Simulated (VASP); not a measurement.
SrTiO3 (kl):

```
Sr Ti O
1.0
     3.91270    0.00000    0.00000
     0.00000    3.91270    0.00000
     0.00000    0.00000    3.91270
Sr Ti O
1 1 3
Direct
  0.00000 0.00000 0.00000
  0.50000 0.50000 0.50000
  0.50000 0.00000 0.50000
  0.50000 0.50000 0.00000
  0.00000 0.50000 0.50000
```

- Program: VASP 6.6.1
- Task: relaxation of cell and atoms
- Functional: LDA
- Potentials or basis: VASP PAW LDA potentials, release 64 (Sr_sv, Ti_sv, O)
- Cutoff: 600 eV
- k mesh: 6 × 6 × 6
- Occupations: gaussian, width 0.1 eV
- Spin: no spin polarisation

At the start: pressure -7.6 GPa; volume 11.98 Å³/atom.

Q: Where does the relaxation end?

A: Over 3 steps the energy falls by 11.7 meV/atom and the volume is 11.50 Å³/atom (-4.0 %); space group Pm-3m (No. 221, to 0.05 Å).

The path:
```tsv
step	energy change (eV)	largest force (eV/Å)	pressure (GPa)	volume (Å³)
1	0.0000	0.0000	-7.60	59.90
2	0.0084	0.0000	9.36	55.11
3	-0.0585	0.0000	-0.07	57.52
```

Final structure:
```cif
data_structure
_symmetry_space_group_name_H-M 'P 1'
_symmetry_Int_Tables_number 1
_cell_length_a 3.8601
_cell_length_b 3.8601
_cell_length_c 3.8601
_cell_angle_alpha 90.000
_cell_angle_beta 90.000
_cell_angle_gamma 90.000
_cell_volume 57.52
loop_
_atom_site_label
_atom_site_type_symbol
_atom_site_fract_x
_atom_site_fract_y
_atom_site_fract_z
_atom_site_occupancy
Sr1 Sr 0.00000 0.00000 0.00000 1
Ti1 Ti 0.50000 0.50000 0.50000 1
O1 O 0.50000 0.00000 0.50000 1
O2 O 0.50000 0.50000 0.00000 1
O3 O 0.00000 0.50000 0.50000 1
```
